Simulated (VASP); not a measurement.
**SnSe: single point with LDA**

Crystal: SnSe.

```xyz
2
Lattice="0.0000 2.9484 2.9484 2.9484 0.0000 2.9484 2.9484 2.9484 0.0000" Properties=species:S:1:pos:R:3 pbc="T T T"
Sn    0.0000    0.0000    0.0000
Se    2.9484    2.9484    2.9484
```

```json
{"Program": "VASP 6.6.1", "Task": "single point", "Functional": "LDA", "Potentials or basis": "VASP PAW LDA potentials, release 64 (Sn_d, Se)", "Cutoff": "520 eV", "k mesh": "10 × 10 × 10", "Occupations": "gaussian, width 0.02 eV", "Spin": "no spin polarisation"}
```

```json
{
 "Pressure": "0.1 GPa",
 "Band gap on the k mesh": "0.43 eV, indirect (least direct gap 0.57 eV)"
}
```

Levels at points of the mesh, in eV from the valence-band top:
```csv
k point,band 7,band 8,band 9,band 10,band 11,band 12,band 13,band 14
"(0.00, 0.00, 0.00)",-4.98,-2.35,-2.35,-2.35,4.44,4.44,4.44,5.79
"(0.50, 0.00, 0.00)",-8.44,-2.08,-2.08,-0.15,0.76,1.14,1.14,8.32
"(0.50, 0.50, 0.00)",-6.13,-5.92,-3.93,-3.93,2.77,5.60,5.60,6.28
```

Wall time 45 s on 1 thread of Intel Xeon 6975P-C (shared host), peak memory 0.18 GiB.

Caveat: spin-orbit coupling is left out, which moves the levels of the heavy elements. A k mesh can miss the band edges.
